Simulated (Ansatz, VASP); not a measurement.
Two plane-wave programs on Si

The input INCAR:

```
PREC = Accurate ; ENCUT = 500
EDIFF = 1E-6 ; ISMEAR = 0
SIGMA = 0.01 ; LREAL = F
LASPH = T ; NELM = 120
ALGO = Normal ; ISIF = 2
LWAVE = F ; LCHARG = F
GGA = PE ; NBANDS = 11
GGA_COMPAT = F
```

The input KPOINTS:

```
Automatic mesh
0
Gamma
  6 6 6
```

POSCAR

```
Si
1.0
    0.0000000000      2.7135600000      2.7135600000
    2.7135600000      0.0000000000      2.7135600000
    2.7135600000      2.7135600000      0.0000000000
Si
2
Direct
    0.7500000000      0.7500000000      0.7500000000
    0.4963148042      0.5036851958      0.4963148042
```

Input for Ansatz:

```yaml
crystal:
  lattice:
    - [0.0, 2.71356, 2.71356]
    - [2.71356, 0.0, 2.71356]
    - [2.71356, 2.71356, 0.0]
  atoms:
    - { symbol: Si, position: [0.7499999999999999, 0.7499999999999999, 0.7499999999999999] }
    - { symbol: Si, position: [0.4963148041686935, 0.5036851958313064, 0.4963148041686935] }
basis:
  ecutwfc: 421.77648681281397
kpoints:
  mp_grid:
    grid: [6, 6, 6]
hamiltonian:
  xc: pbe
  pseudopotentials:
    kind: paw
scf:
  occupations:
    method: fixed
output:
  forces: true
```

Alike in both runs: task single point; functional PBE; k mesh 6 × 6 × 6; no spin polarisation.

|  | VASP | Ansatz |
| --- | --- | --- |
| version | VASP 6.6.1 | Ansatz 0.2.0 |
| potentials or method | VASP PAW PBE potentials, release 64 (Si), cutoff 500 eV | plane waves, PAW |
| occupations | gaussian, width 0.01 eV | fixed |
| valence electrons in the cell | 8 | 8 |

|  | VASP | Ansatz | Ansatz less VASP |
| --- | --- | --- | --- |
| rms of the force components (eV/Å) | 0.158 | 0.159 | +0.0003 |

Atom by atom the forces differ by 0.000 eV/Å (rms over components).
